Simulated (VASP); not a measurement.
# Ru (P6/mmm) in VASP: notebook

The runs below take Ru through relaxation of cell and atoms, with PBEsol.

Program: VASP 6.6.1. These are calculated values, not measurements. Logs are shortened: lines on timing, memory, paths and dates and some standing lists are left out, and cuts for length are marked.

## 1. The cell of the first run

The structure is hexagonal, space group P6/mmm (No. 191). Conventional cell: a = 2.488 Å, b = 2.488 Å, c = 2.339 Å, α = 90.00°, β = 90.00°, γ = 120.00°. Ru (site symmetry 6/mmm) has 8 Ru at 2.34 to 2.49 Å within 3.1 Å.

## 2. Relaxation of cell and atoms, PBEsol, target pressure 52 GPa, at which the enthalpy is minimised

INCAR

```
PREC = Accurate
ENCUT = 600
EDIFF = 1E-6
ISMEAR = -1
SIGMA = 0.1
LREAL = False
LASPH = True
NELM = 100
ALGO = Normal
ISIF = 3
LWAVE = False
LCHARG = False
GGA = PS
IBRION = 2
NSW = 60
EDIFFG = -0.005
PSTRESS = 520.0
```

KPOINTS

```
regular mesh
0
Gamma
  18 18 16
```

POSCAR

```
Ru
1.0
    2.4878743822      0.0000000000      0.0000000000
   -1.2439371911      2.1545624164      0.0000000000
    0.0000000000      0.0000000000      2.3386019193
Ru
1
Direct
    0.0000000000      0.0000000000      0.0000000000
```

Potentials or basis: VASP PAW PBE potentials, release 64 (Ru_pv).

Command:

```
$ cat potpaw_PBE.64/Ru_pv/POTCAR > POTCAR
$ mpirun -np 1 vasp_std > vasp.out
```

OUTCAR:

```text
PREC = Accurate
   ENCUT = 600
   EDIFF = 1E-6
   ISMEAR = -1
   LREAL = False
   LASPH = True
   NELM = 100
   ISIF = 3
   GGA = PS
   IBRION = 2
   NSW = 60
   EDIFFG = -0.005
   PSTRESS = 520.0

 ion  position               nearest neighbor table
   1  0.000  0.000  0.000-

  LATTYP: Found a hexagonal cell.
 ALAT       =     2.4878743822
 C/A-ratio  =     0.9400000000

  Lattice vectors:

 A1 = (   2.4878743822,   0.0000000000,   0.0000000000)
 A2 = (  -1.2439371911,   2.1545624164,   0.0000000000)
 A3 = (   0.0000000000,   0.0000000000,   2.3386019193)

Analysis of symmetry for initial positions (statically):
=====================================================================
 Subroutine PRICEL returns:
 Original cell was already a primitive cell.

 Routine SETGRP: Setting up the symmetry group for a
 hexagonal supercell.

 Subroutine GETGRP returns: Found 24 space group operations
 (whereof 24 operations were pure point group operations)
 out of a pool of 24 trial point group operations.

The static configuration has the point symmetry D_6h.

Analysis of symmetry for dynamics (positions and initial velocities):
=====================================================================
 Subroutine PRICEL returns:
 Original cell was already a primitive cell.

 Routine SETGRP: Setting up the symmetry group for a
 hexagonal supercell.

 Subroutine GETGRP returns: Found 24 space group operations
 (whereof 24 operations were pure point group operations)
 out of a pool of 24 trial point group operations.

The dynamic configuration has the point symmetry D_6h.

 Subroutine INISYM returns: Found 24 space group operations
 (whereof 24 operations are pure point group operations),
 and found     1 'primitive' translations

----------------------------------------------------------------------------------------

                                     Primitive cell

  volume of cell :      12.5356

  direct lattice vectors                    reciprocal lattice vectors
     2.487874382  0.000000000  0.000000000     0.401949555  0.232065684  0.000000000
    -1.243937191  2.154562416  0.000000000     0.000000000  0.464131367  0.000000000
     0.000000000  0.000000000  2.338601919     0.000000000  0.000000000  0.427605909

  length of vectors
     2.487874382  2.487874382  2.338601919     0.464131367  0.464131367  0.427605909

  position of ions in fractional coordinates (direct lattice)
     0.000000000  0.000000000  0.000000000

  ion indices of the primitive-cell ions
   primitive index   ion index
                 1           1

----------------------------------------------------------------------------------------

 KPOINTS: regular mesh

Automatic generation of k-mesh.
 Grid dimensions read from file:
 generate k-points for:   18   18   16

 Generating k-lattice:

  Cartesian coordinates                     Fractional coordinates (reciprocal lattice)
     0.022330531  0.012892538  0.000000000     0.055555556  0.000000000  0.000000000
     0.000000000  0.025785076  0.000000000     0.000000000  0.055555556  0.000000000
     0.000000000  0.000000000  0.026725369     0.000000000  0.000000000  0.062500000

  Length of vectors
     0.025785076  0.025785076  0.026725369

  Shift w.r.t. Gamma in fractional coordinates (k-lattice)
     0.000000000  0.000000000  0.000000000

 Subroutine IBZKPT returns following result:
 ===========================================

 Found    333 irreducible k-points:

 Following reciprocal coordinates:
            Coordinates               Weight
  0.000000  0.000000  0.000000      1.000000
  0.055556 -0.000000  0.000000      6.000000
  0.111111 -0.000000  0.000000      6.000000
  0.166667  0.000000  0.000000      6.000000
  0.222222  0.000000  0.000000      6.000000
  0.277778  0.000000  0.000000      6.000000
[... 16 lines left out ...]
  0.333333  0.111111  0.000000     12.000000
  0.388889  0.111111  0.000000     12.000000
 [... further k-points ...]
   k-points           NKPTS =    333   k-points in BZ     NKDIM =    333   number of bands    NBANDS=     11
   number of dos      NEDOS =    301   number of ions     NIONS =      1
   total plane-waves  NPLWV =   8000
   dimension x,y,z NGX =    20 NGY =   20 NGZ =   20
   dimension x,y,z NGXF=    40 NGYF=   40 NGZF=   40
   ions per type =               1
   NGX,Y,Z   is equivalent  to a cutoff of  13.36, 13.36, 14.22 a.u.
   NGXF,Y,Z  is equivalent  to a cutoff of  26.73, 26.73, 28.44 a.u.
 SYSTEM =  unknown system
   PREC   = accura    normal or accurate (medium, high low for compatibility)
   ISTART =      0    job   : 0-new  1-cont  2-samecut
   ICHARG =      2    charge: 1-file 2-atom 10-const
   ISPIN  =      1    spin polarized calculation?
   LNONCOLLINEAR =      F non collinear calculations
   LSORBIT =      F    spin-orbit coupling
   LASPH  =      T    aspherical Exc in radial PAW
   ENCUT  =  600.0 eV  44.10 Ry    6.64 a.u.   4.97  4.97  4.67*2*pi/ulx,y,z
   NELM   =    100;   NELMIN=  2; NELMDL= -5     # of ELM steps
   EDIFF  = 0.1E-05   stopping-criterion for ELM
   LREAL  =      F    real-space projection
   EDIFFG = -.5E-02   stopping-criterion for IOM
   NSW    =     60    number of steps for IOM
   IBRION =      2    ionic relax: 0-MD 1-quasi-New 2-CG
   NFREE  =      1    steps in history (QN), initial steepest desc. (CG)
   ISIF   =      3    stress and relaxation
   ISYM   =      2    0-nonsym 1-usesym 2-fastsym
   POTIM  = 0.5000    time-step for ionic-motion
   TEBEG  =    0.0;   TEEND  =   0.0 temperature during run
   PSTRESS=  520.0 pullay stress
   NELECT =      14.0000    total number of electrons
   NUPDOWN=      -1.0000    fix difference up-down
   EMIN   =  10.00;   EMAX   =-10.00  energy-range for DOS
   EFERMI =   0.00;   METHOD = LEGACY
   ISMEAR =    -1;   SIGMA  =   0.10  broadening in eV -4-tet -1-fermi 0-gaus
   EFERMI_NEDOS =   21; number of points for ismear=-14 and -15
   IALGO  =     38    algorithm
   IMIX   =      4    mixing-type and parameters
     AMIX     =   0.40;   BMIX     =  1.00
     AMIX_MAG =   1.60;   BMIX_MAG =  1.00
  volume/ion in A,a.u.               =      12.54        84.59
  Fermi-wavevector in a.u.,A,eV,Ry     =   1.698516  3.209729 39.252204  2.884956
  Thomas-Fermi vector in A             =   2.779001
   LORBIT       =      0    0 simple, 1 ext, 2 COOP (PROOUT), +10 PAW based schemes
   GGA     = PS    functional components
   LHFCALC =     F    Hartree Fock is set to
   AEXX    =    0.0000 exact exchange contribution
   IVDW    =     0    specifies the selected vdW correction
   LEPSILON=     F    determine dielectric tensor
   LRPA    =     F    only Hartree local field effects (RPA)
 conjugate gradient relaxation of ions
 non-spin polarized calculation
  energy-cutoff  :      600.00
  volume of cell :       12.54
 maximum number of plane-waves:       438
 NGX is ok and might be reduce to    20
   NGX =  9   NGY =  9   NGZ =  9

--------------------------------------- Ionic step        1  -------------------------------------------

 number of electron      13.9999999 magnetization

 Free energy of the ion-electron system (eV)
  ---------------------------------------------------
  ext. energy  EPLUGINS =         0.00000000
  ---------------------------------------------------
  free energy    TOTEN  =        -8.97100862 eV

  energy without entropy =       -8.93677780  energy(sigma->0) =       -8.95389321

------------------------ aborting loop because EDIFF is reached ----------------------------------------

  FORCE on cell =-STRESS in cart. coord.  units (eV):
  Direction    XX          YY          ZZ          XY          YZ          ZX
  --------------------------------------------------------------------------------------
  -------------------------------------------------------------------------------------
  Total        4.7011962      4.7011962      4.0332572      0.0000000      0.0000000     -0.0000000
  in kB      600.8625434    600.8625434    515.4928733      0.0000000      0.0000000     -0.0000000
  external PRESSURE =      52.4059867 kB  Pullay stress =     520.0000000 kB
[... 90 lines left out ...]
  FREE ENERGIE OF THE ION-ELECTRON SYSTEM (eV)
  ---------------------------------------------------
  free  energy   TOTEN  =        -9.0298287759 eV

  energy  without entropy=       -8.9939499072  energy(sigma->0) =       -9.01188934

  enthalpy is  TOTEN    =        -4.9067120722 eV   P V=        4.1231167037

[... ionic steps 4 to 9 ...]

--------------------------------------- Ionic step       10  -------------------------------------------

 number of electron      14.0000001 magnetization

------------------------ aborting loop because EDIFF is reached ----------------------------------------

  FORCE on cell =-STRESS in cart. coord.  units (eV):
  Direction    XX          YY          ZZ          XY          YZ          ZX
  --------------------------------------------------------------------------------------
  -------------------------------------------------------------------------------------
  Total        4.1121415      4.1121415      4.1188513     -0.0000000      0.0000000      0.0000000
  in kB      520.3006839    520.3006839    521.1496560     -0.0000000      0.0000000      0.0000000
  external PRESSURE =       0.5836746 kB  Pullay stress =     520.0000000 kB
[... 59 lines left out ...]
  enthalpy is  TOTEN    =        -4.9075085269 eV   P V=        4.1103106099

--------------------------------------- Ionic step       12  -------------------------------------------

 number of electron      14.0000001 magnetization

 Free energy of the ion-electron system (eV)
  ---------------------------------------------------
  ext. energy  EPLUGINS =         0.00000000
  ---------------------------------------------------
  free energy    TOTEN  =        -9.01806721 eV

  energy without entropy =       -8.98163458  energy(sigma->0) =       -8.99985090

 E-fermi :  14.1620     XC(G=0): -14.6123

 val. band max:       14.1582925907   @ k =   0.2222   0.0556   0.3125
 cond. band min:      14.1632470117   @ k =   0.4444   0.0556   0.1875
 fundamental gap:      0.0049544210
 Fermi energy:        14.1620190942

 k-point     1 :       0.0000    0.0000    0.0000
  band No.  band energies     occupation
      1     -28.2145      2.00000
      2     -28.2145      2.00000
      3     -28.1039      2.00000
      4       5.6740      2.00000
      5       7.2902      2.00000
      6      11.1713      2.00000
      7      11.1713      2.00000
      8      16.6043      0.00000
      9      16.6043      0.00000
     10      24.7903      0.00000
     11      29.0740      0.00000
[... 309 lines left out ...]
 k-point    24 :       0.3889    0.1111    0.0000
  band No.  band energies     occupation
      1     -29.6890      2.00000
      2     -28.6898      2.00000
      3     -27.9285      2.00000
      4       7.5711      2.00000
      5       8.7652      2.00000
      6      13.1474      1.99992
      7      13.5447      1.99584
      8      15.6509      0.00000
      9      17.9364      0.00000
     10      24.6905      0.00000
     11      24.8582      0.00000

 [... further k-points ...]

------------------------ aborting loop because EDIFF is reached ----------------------------------------

  FORCE on cell =-STRESS in cart. coord.  units (eV):
  Direction    XX          YY          ZZ          XY          YZ          ZX
  --------------------------------------------------------------------------------------
  -------------------------------------------------------------------------------------
  Total        4.1087513      4.1087513      4.1108420      0.0000000      0.0000000      0.0000000
  in kB      519.7713491    519.7713491    520.0358222      0.0000000      0.0000000      0.0000000
  external PRESSURE =      -0.1404932 kB  Pullay stress =     520.0000000 kB
[... 16 lines left out ...]
  FREE ENERGIE OF THE ION-ELECTRON SYSTEM (eV)
  ---------------------------------------------------
  free  energy   TOTEN  =        -9.0180672139 eV

  energy  without entropy=       -8.9816345827  energy(sigma->0) =       -8.99985090

  enthalpy is  TOTEN    =        -4.9075084200 eV   P V=        4.1105587939

 reached required accuracy - stopping structural energy minimisation
```

Run time: 2.1 min. Hardware: 1 thread of Intel Xeon Platinum 8488C (Sapphire Rapids), shared host; peak memory 0.18 GiB.

What came out:

- Free energy: -9.0181 eV
- Relaxed volume: 12.67 Å³/atom
- Relaxed cell: a = 2.508 Å, b = 2.508 Å, c = 2.326 Å, α = 90.00°, β = 90.00°, γ = 120.00°
- Space group after relaxing (to 0.05 Å): P6/mmm (No. 191)
- Energy change on relaxing (the enthalpy is what falls): -47.1 meV/atom
- Ionic steps: 12
- Pressure after relaxing: 52.0 GPa
- Band gap on the k mesh: zero (band 7 reaches 17.26 eV, above the bottom of band 8 at 12.76 eV)

Step by step:
```
step  energy change (eV)  largest force (eV/Å)  pressure (GPa)  volume (Å³)
   1              0.0000                0.0000           57.24        12.54
   2             -0.2019                0.0000           30.42        13.29
   3             -0.0588                0.0000           50.46        12.70
   4             -0.0272                0.0000           54.35        12.61
   5             -0.0478                0.0000           51.95        12.67
   6             -0.0480                0.0000           51.85        12.67
   7             -0.0437                0.0000           52.40        12.65
   8             -0.0470                0.0000           52.06        12.66
   9             -0.0474                0.0000           51.95        12.67
  10             -0.0463                0.0000           52.06        12.66
  11             -0.0468                0.0000           52.01        12.66
  12             -0.0471                0.0000           51.99        12.67
```

Final structure:
```
Ru
1.0
     2.50759    0.00000    0.00000
    -1.25380    2.17164    0.00000
     0.00000    0.00000    2.32575
Ru
1
Direct
  0.00000 0.00000 0.00000
```

Levels at points of the mesh, in eV from the Fermi level:
```tsv
k point	band 5	band 6	band 7	band 8	band 9	band 10
(0.00, 0.00, 0.00)	-6.87	-2.99	-2.99	2.44	2.44	10.63
(0.50, 0.00, 0.00)	-5.38	-0.80	0.61	1.75	2.71	10.42
(0.00, 0.00, 0.50)	-2.10	-2.10	-1.22	-1.22	-0.52	10.21
(0.50, 0.00, 0.50)	-5.55	-2.55	3.09	4.55	7.08	8.09
```

Caveat: the cell is relaxed towards a set pressure, so the enthalpy falls and the energy may rise; the PAW data sets were made with another functional, which shifts forces and pressure a little.

## 3. Relaxation of cell and atoms, PBEsol, target pressure 52 GPa, at which the enthalpy is minimised

This run uses another cell than the first one, of 12.65 Å³/atom, 1.009 times its volume.

INCAR

```
SYSTEM = Ru
PREC = Accurate
ENCUT = 600
EDIFF = 1E-7
ISMEAR = -1
SIGMA = 0.1
LREAL = .False.
LASPH = .True.
NELM = 80
ALGO = Normal
ISIF = 3
LWAVE = .False.
LCHARG = .False.
GGA = PS
IBRION = 2
NSW = 32
EDIFFG = -0.005
PSTRESS = 520.0
```

KPOINTS

```
regular mesh
0
Gamma
  18 18 16
  0 0 0
```

POSCAR

```
Ru
1.0
    2.5073575421      0.0000000000      0.0000000000
   -1.2536787711      2.1714353278      0.0000000000
    0.0000000000      0.0000000000      2.3231806761
Ru
1
Direct
    0.0000000000      0.0000000000      0.0000000000
```

Potentials or basis: VASP PAW PBE potentials, release 64 (Ru_pv).

Command:

```
$ cat potpaw_PBE.64/Ru_pv/POTCAR > POTCAR
$ mpirun -np 1 vasp_std > vasp.out
```

It took 82 s on 1 thread of Intel Xeon Platinum 8488C (Sapphire Rapids), shared host; peak memory 0.17 GiB.

The run converged. Its results:

* Free energy: -9.0181 eV
* Relaxed volume: 12.66 Å³/atom
* Relaxed cell: a = 2.508 Å, b = 2.508 Å, c = 2.326 Å, α = 90.00°, β = 90.00°, γ = 120.00°
* Space group after relaxing (to 0.05 Å): P6/mmm (No. 191)
* Energy change on relaxing (the enthalpy is what falls): -5.3 meV/atom
* Ionic steps: 5
* Pressure after relaxing: 52.0 GPa
* Band gap on the k mesh: zero (band 7 reaches 17.26 eV, above the bottom of band 8 at 12.76 eV)

Step by step:
```tsv
step	energy change (eV)	largest force (eV/Å)	pressure (GPa)	volume (Å³)
1	0.0000	0.0000	52.65	12.65
2	-0.0299	0.0000	48.94	12.74
3	-0.0058	0.0000	51.94	12.67
4	-0.0047	0.0000	52.07	12.66
5	-0.0053	0.0000	52.00	12.66
```

Final structure:
```
Ru
1.0
     2.50762    0.00000    0.00000
    -1.25381    2.17166    0.00000
     0.00000    0.00000    2.32565
Ru
1
Cartesian
  0.0000 0.0000 0.0000
```

Levels at points of the mesh, in eV from the Fermi level:
```tsv
k point	band 5	band 6	band 7	band 8	band 9	band 10
(0.00, 0.00, 0.00)	-6.87	-2.99	-2.99	2.44	2.44	10.63
(0.50, 0.00, 0.00)	-5.39	-0.80	0.61	1.75	2.71	10.42
(0.00, 0.00, 0.50)	-2.10	-2.10	-1.22	-1.22	-0.52	10.21
(0.50, 0.00, 0.50)	-5.55	-2.55	3.09	4.55	7.08	8.09
```

Caveat: the cell is relaxed towards a set pressure, so the enthalpy falls and the energy may rise; the PAW data sets were made with another functional, which shifts forces and pressure a little.
